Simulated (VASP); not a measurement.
# Sb (I4/mcm) in VASP: further runs

Runs on Sb. Level: LDA. Tasks: single point.

Everything below comes from runs of VASP 6.6.1. Logs are shortened: lines on timing, memory, paths and dates and some standing lists are left out, and cuts for length are marked.

### 1 The cell of the first run

It takes space group I4/mcm (No. 140, tetragonal). Conventional cell: a = 7.895 Å, b = 7.895 Å, c = 3.968 Å, α = 90.00°, β = 90.00°, γ = 90.00°. Within 3.9 Å of Sb (site symmetry m2m) lie 7 Sb at 2.97 to 3.38 Å.

### 2 Single point, LDA

Input file INCAR:

```
PREC = Accurate
ENCUT = 520
EDIFF = 1E-6
ISMEAR = -1
SIGMA = 0.05
LREAL = False
LASPH = True
NELM = 80
ALGO = Normal
ISIF = 2
LWAVE = False
LCHARG = False
NBANDS = 18
```

Input file KPOINTS:

```
Automatic mesh
0
Gamma
  7 7 7
```

Input file POSCAR:

```
Sb
1.0
   -3.9477424451      3.9477424451      1.9841386384
    3.9477424451     -3.9477424451      1.9841386384
    3.9477424451      3.9477424451     -1.9841386384
Sb
4
Direct
    0.6512630600      0.1512630600      0.8025261200
    0.1512630600      0.3487369400      0.5000000000
    0.3487369400      0.8487369400      0.1974738800
    0.8487369400      0.6512630600      0.5000000000
```

Potentials or basis: VASP PAW LDA potentials, release 64 (Sb).

Launch:

```sh
$ cat potpaw_LDA.64/Sb/POTCAR > POTCAR
$ mpirun -np 1 vasp_std > vasp.out
```

OUTCAR:

```text
PREC = Accurate
   ENCUT = 520
   EDIFF = 1E-6
   ISMEAR = -1
   LREAL = False
   LASPH = True
   NELM = 80
   ISIF = 2

 ion  position               nearest neighbor table
   1  0.651  0.151  0.803-   3 2.97   3 2.97   2 3.11   4 3.11   2 3.11   4 3.11   3 3.38
   2  0.151  0.349  0.500-   4 2.97   4 2.97   1 3.11   3 3.11   1 3.11   3 3.11   4 3.38
   3  0.349  0.849  0.197-   1 2.97   1 2.97   2 3.11   4 3.11   4 3.11   2 3.11   1 3.38
   4  0.849  0.651  0.500-   2 2.97   2 2.97   1 3.11   3 3.11   3 3.11   1 3.11   2 3.38

  LATTYP: Found a body centered tetragonal cell.
 ALAT       =     7.8954848902
 C/A-ratio  =     0.5026008322

  Lattice vectors:

 A1 = (  -3.9477424451,   3.9477424451,   1.9841386384)
 A2 = (   3.9477424451,  -3.9477424451,   1.9841386384)
 A3 = (   3.9477424451,   3.9477424451,  -1.9841386384)

Analysis of symmetry for initial positions (statically):
=====================================================================
 Subroutine PRICEL returns:
 Original cell was already a primitive cell.

 Routine SETGRP: Setting up the symmetry group for a
 body centered tetragonal supercell.

 Subroutine GETGRP returns: Found 16 space group operations
 (whereof  8 operations were pure point group operations)
 out of a pool of 16 trial point group operations.

The static configuration has the point symmetry C_4h.
 The point group associated with its full space group is D_4h.

Analysis of symmetry for dynamics (positions and initial velocities):
=====================================================================
 Subroutine PRICEL returns:
 Original cell was already a primitive cell.

 Routine SETGRP: Setting up the symmetry group for a
 body centered tetragonal supercell.

 Subroutine GETGRP returns: Found 16 space group operations
 (whereof  8 operations were pure point group operations)
 out of a pool of 16 trial point group operations.

The dynamic configuration has the point symmetry C_4h.
 The point group associated with its full space group is D_4h.

 Subroutine INISYM returns: Found 16 space group operations
 (whereof  8 operations are pure point group operations),
 and found     1 'primitive' translations

----------------------------------------------------------------------------------------

                                     Primitive cell

  volume of cell :     123.6886

  direct lattice vectors                    reciprocal lattice vectors
    -3.947742445  3.947742445  1.984138638     0.000000000  0.126654666  0.251998520
     3.947742445 -3.947742445  1.984138638     0.126654666  0.000000000  0.251998520
     3.947742445  3.947742445 -1.984138638     0.126654666  0.126654666  0.000000000

  length of vectors
     5.925044047  5.925044047  5.925044047     0.282036626  0.282036626  0.179116746

  position of ions in fractional coordinates (direct lattice)
     0.651263060  0.151263060  0.802526120
     0.151263060  0.348736940  0.500000000
     0.348736940  0.848736940  0.197473880
     0.848736940  0.651263060  0.500000000

  ion indices of the primitive-cell ions
   primitive index   ion index
                 1           1
                 2           2
                 3           3
                 4           4

----------------------------------------------------------------------------------------

 KPOINTS: Automatic mesh

Automatic generation of k-mesh.
 Grid dimensions read from file:
 generate k-points for:    7    7    7

 Generating k-lattice:

  Cartesian coordinates                     Fractional coordinates (reciprocal lattice)
     0.000000000  0.018093524  0.035999789     0.142857143  0.000000000 -0.000000000
     0.018093524  0.000000000  0.035999789     0.000000000  0.142857143 -0.000000000
     0.018093524  0.018093524  0.000000000     0.000000000  0.000000000  0.142857143

  Length of vectors
     0.040290947  0.040290947  0.025588107

  Shift w.r.t. Gamma in fractional coordinates (k-lattice)
     0.000000000  0.000000000  0.000000000

 Subroutine IBZKPT returns following result:
 ===========================================

 Found     40 irreducible k-points:

 Following reciprocal coordinates:
            Coordinates               Weight
  0.000000  0.000000  0.000000      1.000000
  0.142857  0.000000 -0.000000      8.000000
  0.285714  0.000000  0.000000      8.000000
  0.428571 -0.000000  0.000000      8.000000
  0.142857  0.142857  0.000000      8.000000
  0.285714  0.142857  0.000000     16.000000
[... 16 lines left out ...]
 -0.142857  0.285714  0.142857      8.000000
 -0.428571  0.428571  0.142857      8.000000
 [... further k-points ...]
   k-points           NKPTS =     40   k-points in BZ     NKDIM =     40   number of bands    NBANDS=     18
   number of dos      NEDOS =    301   number of ions     NIONS =      4
   total plane-waves  NPLWV = 110592
   dimension x,y,z NGX =    48 NGY =   48 NGZ =   48
   dimension x,y,z NGXF=    96 NGYF=   96 NGZF=   96
   ions per type =               4
   NGX,Y,Z   is equivalent  to a cutoff of  13.47, 13.47, 13.47 a.u.
   NGXF,Y,Z  is equivalent  to a cutoff of  26.94, 26.94, 26.94 a.u.
 SYSTEM =  unknown system
   PREC   = accura    normal or accurate (medium, high low for compatibility)
   ISTART =      0    job   : 0-new  1-cont  2-samecut
   ICHARG =      2    charge: 1-file 2-atom 10-const
   ISPIN  =      1    spin polarized calculation?
   LNONCOLLINEAR =      F non collinear calculations
   LSORBIT =      F    spin-orbit coupling
   LASPH  =      T    aspherical Exc in radial PAW
   ENCUT  =  520.0 eV  38.22 Ry    6.18 a.u.  11.02 11.02 11.02*2*pi/ulx,y,z
   NELM   =     80;   NELMIN=  2; NELMDL= -5     # of ELM steps
   EDIFF  = 0.1E-05   stopping-criterion for ELM
   LREAL  =      F    real-space projection
   EDIFFG = 0.1E-04   stopping-criterion for IOM
   NSW    =      0    number of steps for IOM
   IBRION =     -1    ionic relax: 0-MD 1-quasi-New 2-CG
   NFREE  =      0    steps in history (QN), initial steepest desc. (CG)
   ISIF   =      2    stress and relaxation
   ISYM   =      2    0-nonsym 1-usesym 2-fastsym
   POTIM  = 0.5000    time-step for ionic-motion
   TEBEG  =    0.0;   TEEND  =   0.0 temperature during run
   PSTRESS=    0.0 pullay stress
   NELECT =      20.0000    total number of electrons
   NUPDOWN=      -1.0000    fix difference up-down
   EMIN   =  10.00;   EMAX   =-10.00  energy-range for DOS
   EFERMI =   0.00;   METHOD = LEGACY
   ISMEAR =    -1;   SIGMA  =   0.05  broadening in eV -4-tet -1-fermi 0-gaus
   EFERMI_NEDOS =   21; number of points for ismear=-14 and -15
   IALGO  =     38    algorithm
   IMIX   =      4    mixing-type and parameters
     AMIX     =   0.40;   BMIX     =  1.00
     AMIX_MAG =   1.60;   BMIX_MAG =  1.00
  volume/ion in A,a.u.               =      30.92       208.67
  Fermi-wavevector in a.u.,A,eV,Ry     =   0.891884  1.685416 10.822846  0.795457
  Thomas-Fermi vector in A             =   2.013762
   LORBIT       =      0    0 simple, 1 ext, 2 COOP (PROOUT), +10 PAW based schemes
   GGA     = CA    functional components
   LHFCALC =     F    Hartree Fock is set to
   AEXX    =    0.0000 exact exchange contribution
   IVDW    =     0    specifies the selected vdW correction
   LEPSILON=     F    determine dielectric tensor
   LRPA    =     F    only Hartree local field effects (RPA)
 non-spin polarized calculation
  energy-cutoff  :      520.00
  volume of cell :      123.69
 maximum number of plane-waves:      3364
 NGX is ok and might be reduce to    48
   NGX = 21   NGY = 21   NGZ = 21

 number of electron      19.9999998 magnetization

 Free energy of the ion-electron system (eV)
  ---------------------------------------------------
  ext. energy  EPLUGINS =         0.00000000
  ---------------------------------------------------
  free energy    TOTEN  =       -18.13081943 eV

  energy without entropy =      -18.10694251  energy(sigma->0) =      -18.11888097

 E-fermi :   6.6898     XC(G=0):  -9.4562

 val. band max:        6.6811287237   @ k =   0.1429   0.1429   0.1429
 cond. band min:       6.7102889906   @ k =  -0.4286  -0.4286   0.4286
 fundamental gap:      0.0291602669
 Fermi energy:         6.6898357084

 k-point     1 :       0.0000    0.0000    0.0000
  band No.  band energies     occupation
      1      -6.3113      2.00000
      2      -2.6894      2.00000
      3      -1.3935      2.00000
      4      -1.3935      2.00000
      5       1.5625      2.00000
      6       4.9971      2.00000
[... 10 lines left out ...]
     17      12.7735      0.00000
     18      13.3535      0.00000

 k-point     2 :       0.1429    0.0000   -0.0000
  band No.  band energies     occupation
      1      -6.0750      2.00000
      2      -2.7380      2.00000
      3      -1.4555      2.00000
      4      -1.0950      2.00000
      5       1.9535      2.00000
      6       3.2779      2.00000
[... 10 lines left out ...]
     17      11.6161      0.00000
     18      13.0744      0.00000

 k-point     3 :       0.2857    0.0000    0.0000
  band No.  band energies     occupation
      1      -5.3703      2.00000
      2      -2.6583      2.00000
      3      -1.5850      2.00000
      4      -1.1916      2.00000
      5       2.0185      2.00000
      6       2.0559      2.00000
[... 10 lines left out ...]
     17      11.8270      0.00000
     18      13.6227      0.00000

 k-point     4 :       0.4286   -0.0000    0.0000
  band No.  band energies     occupation
      1      -4.2192      2.00000
      2      -2.7562      2.00000
      3      -2.2059      2.00000
      4      -1.8396      2.00000
      5       1.3944      2.00000
      6       1.5891      2.00000
[... 375 lines left out ...]
      4      -0.1481      2.00000
      5       2.9029      2.00000
      6       3.4958      2.00000
[... 10 lines left out ...]
     17      11.0503      0.00000
     18      12.0262      0.00000

 k-point    23 :      -0.1429    0.2857    0.1429
  band No.  band energies     occupation
      1      -5.7698      2.00000
      2      -3.4254      2.00000
      3      -2.2843      2.00000
      4      -0.2233      2.00000
      5       2.8996      2.00000
      6       3.0582      2.00000
[... 10 lines left out ...]
     17      11.8389      0.00000
     18      12.3290      0.00000

 k-point    24 :      -0.4286    0.4286    0.1429
  band No.  band energies     occupation
      1      -5.6841      2.00000
      2      -4.2502      2.00000
      3      -2.2481      2.00000
      4       0.0485      2.00000
      5       2.9603      2.00000
      6       4.0148      2.00000
[... 10 lines left out ...]
     17      11.1881      0.00000
     18      11.6539      0.00000

 [... further k-points ...]

------------------------ aborting loop because EDIFF is reached ----------------------------------------

  FORCE on cell =-STRESS in cart. coord.  units (eV):
  Direction    XX          YY          ZZ          XY          YZ          ZX
  --------------------------------------------------------------------------------------
  -------------------------------------------------------------------------------------
  Total        1.0860402      1.0860402      1.9735602      0.0000000      0.0000000     -0.0000000
  in kB       14.0678215     14.0678215     25.5641482      0.0000000      0.0000000     -0.0000000
  external PRESSURE =      17.8999304 kB  Pullay stress =       0.0000000 kB

 VOLUME and BASIS-vectors are now :
 -----------------------------------------------------------------------------
  energy-cutoff  :      520.00
  volume of cell :      123.69
      direct lattice vectors                 reciprocal lattice vectors
    -3.947742445  3.947742445  1.984138638     0.000000000  0.126654666  0.251998520
     3.947742445 -3.947742445  1.984138638     0.126654666  0.000000000  0.251998520
     3.947742445  3.947742445 -1.984138638     0.126654666  0.126654666  0.000000000

 POSITION                                       TOTAL-FORCE (eV/Angst)
 -----------------------------------------------------------------------------------
      1.19430      5.14204     -0.00000         0.041135      0.041135      0.000000
      2.75345      1.19430     -0.00000        -0.041135      0.041135     -0.000000
      2.75345     -1.19430      1.98414        -0.041135     -0.041135     -0.000000
      1.19430      2.75345      1.98414         0.041135     -0.041135     -0.000000
 -----------------------------------------------------------------------------------
    total drift:                               -0.000000      0.000000      0.000000

  FREE ENERGIE OF THE ION-ELECTRON SYSTEM (eV)
  ---------------------------------------------------
  free  energy   TOTEN  =       -18.1308194272 eV

  energy  without entropy=      -18.1069425134  energy(sigma->0) =      -18.11888097
```

Wall time 78 s (1 thread of Intel Xeon Platinum 8259CL at 2.50GHz (Skylake/Cascade Lake), shared host); peak memory 0.27 GiB.

What came out:

* Free energy: -18.1308 eV
* Pressure: 1.8 GPa
* Largest force: 0.058 eV/Å
* Band gap on the k mesh: zero (band 10 reaches 7.27 eV, above the bottom of band 11 at 5.68 eV)

Forces on the atoms (eV/Å):
```
Sb   0.041  0.041  0.000
Sb  -0.041  0.041  0.000
Sb  -0.041 -0.041  0.000
Sb   0.041 -0.041  0.000
```

Caveat: spin-orbit coupling is left out, which moves the levels of the heavy elements.

### 3 Single point, LDA

This run uses another cell than the first one, of 31.58 Å³/atom, 1.021 times its volume.

Input file INCAR:

```
PREC = Accurate ; ENCUT = 520
EDIFF = 1E-6 ; ISMEAR = -1
SIGMA = 0.05 ; LREAL = F
LASPH = T ; NELM = 100
ALGO = Normal ; ISIF = 2
LWAVE = F ; LCHARG = T
GGA = CA ; LELF = T
LVHAR = T ; NBANDS = 18
```

KPOINTS is that of step 2.

Input file POSCAR:

```
Sb
1.0
   -3.9755443643      3.9755443643      1.9981119061
    3.9755443643     -3.9755443643      1.9981119061
    3.9755443643      3.9755443643     -1.9981119061
Sb
4
Direct
    0.6512630600      0.1512630600      0.8025261200
    0.1512630600      0.3487369400      0.5000000000
    0.3487369400      0.8487369400      0.1974738800
    0.8487369400      0.6512630600      0.5000000000
```

Potentials or basis: VASP PAW LDA potentials, release 64 (Sb).

Launch:

```sh
$ cat potpaw_LDA.64/Sb/POTCAR > POTCAR
$ mpirun -np 1 vasp_std > vasp.out
```

OUTCAR:

```text
PREC = Accurate
   ENCUT = 520
   EDIFF = 1E-6
   ISMEAR = -1
   LREAL = F
   LASPH = T
   NELM = 100
   ISIF = 2
   GGA = CA

 ion  position               nearest neighbor table
   1  0.651  0.151  0.803-   3 2.99   3 2.99   2 3.13   4 3.13   2 3.13   4 3.13   3 3.40
   2  0.151  0.349  0.500-   4 2.99   4 2.99   1 3.13   3 3.13   1 3.13   3 3.13   4 3.40
   3  0.349  0.849  0.197-   1 2.99   1 2.99   2 3.13   4 3.13   4 3.13   2 3.13   1 3.40
   4  0.849  0.651  0.500-   2 2.99   2 2.99   1 3.13   3 3.13   3 3.13   1 3.13   2 3.40

  LATTYP: Found a body centered tetragonal cell.
[... 699 lines left out ...]

 [... further k-points ...]
[... 5 lines left out ...]
  --------------------------------------------------------------------------------------
  -------------------------------------------------------------------------------------
  Total        0.2125022      0.2125022      0.7628378      0.0000000      0.0000000     -0.0000000
  in kB        2.6952627      2.6952627      9.6754192      0.0000000      0.0000000     -0.0000000
  external PRESSURE =       5.0219815 kB  Pullay stress =       0.0000000 kB

 VOLUME and BASIS-vectors are now :
 -----------------------------------------------------------------------------
  energy-cutoff  :      520.00
  volume of cell :      126.32
      direct lattice vectors                 reciprocal lattice vectors
    -3.975544364  3.975544364  1.998111906     0.000000000  0.125768940  0.250236235
     3.975544364 -3.975544364  1.998111906     0.125768940  0.000000000  0.250236235
     3.975544364  3.975544364 -1.998111906     0.125768940  0.125768940  0.000000000

 POSITION                                       TOTAL-FORCE (eV/Angst)
 -----------------------------------------------------------------------------------
      1.20271      5.17825     -0.00000         0.014693      0.014693     -0.000000
      2.77284      1.20271     -0.00000        -0.014693      0.014693      0.000000
      2.77284     -1.20271      1.99811        -0.014693     -0.014693      0.000000
      1.20271      2.77284      1.99811         0.014693     -0.014693      0.000000
 -----------------------------------------------------------------------------------
    total drift:                                0.000000      0.000000     -0.000000

  FREE ENERGIE OF THE ION-ELECTRON SYSTEM (eV)
  ---------------------------------------------------
  free  energy   TOTEN  =       -18.1495093795 eV

  energy  without entropy=      -18.1252054708  energy(sigma->0) =      -18.13735743
```

stdout:

```text
POSCAR found type information on POSCAR Sb
 POSCAR found :  1 types and       4 ions
 scaLAPACK will be used
 LDA part: xc-table for (Slater(with rela. corr.)+CA(PZ))
 , standard interpolation
 POSCAR, INCAR and KPOINTS ok, starting setup
 FFT: planning ... GRIDC
 FFT: planning ... GRID_SOFT
 FFT: planning ... GRID
 WAVECAR not read
 entering main loop
```

It took 86 s on 1 thread of Intel Xeon Platinum 8259CL at 2.50GHz (Skylake/Cascade Lake), shared host; peak memory 0.27 GiB.

What came out:

```yaml
Free_energy: -18.1495 eV
Pressure: 0.5 GPa
Largest_force: 0.021 eV/Å
Band_gap_on_the_k_mesh: zero (band 10 reaches 7.01 eV, above the bottom of band 11 at 5.45 eV)
```

Forces in eV/Å, atoms in the order of the input:
```
Sb   0.015  0.015  0.000
Sb  -0.015  0.015  0.000
Sb  -0.015 -0.015  0.000
Sb   0.015 -0.015  0.000
```

Stress tensor (GPa, compression positive):
```
0.27 0.00 0.00
0.00 0.27 0.00
0.00 0.00 0.97
```

Caveat: spin-orbit coupling is left out, which moves the levels of the heavy elements.

### 4 Single point, LDA

This run uses another cell than the first one, of 32.24 Å³/atom, 1.043 times its volume.

Input file INCAR:

```
ALGO = Normal
EDIFF = 1E-6
ENCUT = 520
GGA = CA
ISIF = 2
ISMEAR = -1
LASPH = T
LCHARG = T
LELF = T
LREAL = F
LVHAR = T
LWAVE = F
NBANDS = 18
NELM = 80
PREC = Accurate
SIGMA = 0.05
```

Input file KPOINTS:

```
k-points
0
Gamma
  7 7 7
```

Input file POSCAR:

```
Sb
1.0
   -4.0029627780      4.0029627780      2.0118924237
    4.0029627780     -4.0029627780      2.0118924237
    4.0029627780      4.0029627780     -2.0118924237
Sb
4
Direct
    0.6512630600      0.1512630600      0.8025261200
    0.1512630600      0.3487369400      0.5000000000
    0.3487369400      0.8487369400      0.1974738800
    0.8487369400      0.6512630600      0.5000000000
```

Launch:

```sh
$ cat potpaw_LDA.64/Sb/POTCAR > POTCAR
$ mpirun -np 1 vasp_std > vasp.out
```

Run time: 82 s. Hardware: 1 thread of Intel Xeon Platinum 8259CL at 2.50GHz (Skylake/Cascade Lake), shared host; peak memory 0.27 GiB.

It converged, with:

| Property | Result |
| --- | --- |
| Free energy | -18.1482 eV |
| Pressure | -0.6 GPa |
| Largest force | 0.013 eV/Å |
| Band gap on the k mesh | zero (band 10 reaches 6.78 eV, above the bottom of band 11 at 5.23 eV) |

Forces in eV/Å, atoms in the order of the input:
```
Sb  -0.009 -0.009  0.000
Sb   0.009 -0.009  0.000
Sb   0.009  0.009  0.000
Sb  -0.009  0.009  0.000
```

Stress tensor (GPa, compression positive):
```
-0.74  0.00  0.00
 0.00 -0.74  0.00
 0.00  0.00 -0.46
```

Levels at points of the mesh, in eV from the Fermi level:
```csv
k point,band 6,band 7,band 8,band 9,band 10,band 11,band 12,band 13,band 14,band 15
"(0.00, 0.00, 0.00)",-1.59,-1.13,-1.13,-1.04,-0.95,-0.95,-0.36,2.62,2.62,3.18
```

Caveat: spin-orbit coupling is left out, which moves the levels of the heavy elements.

(Continued in part 2 of 2.)
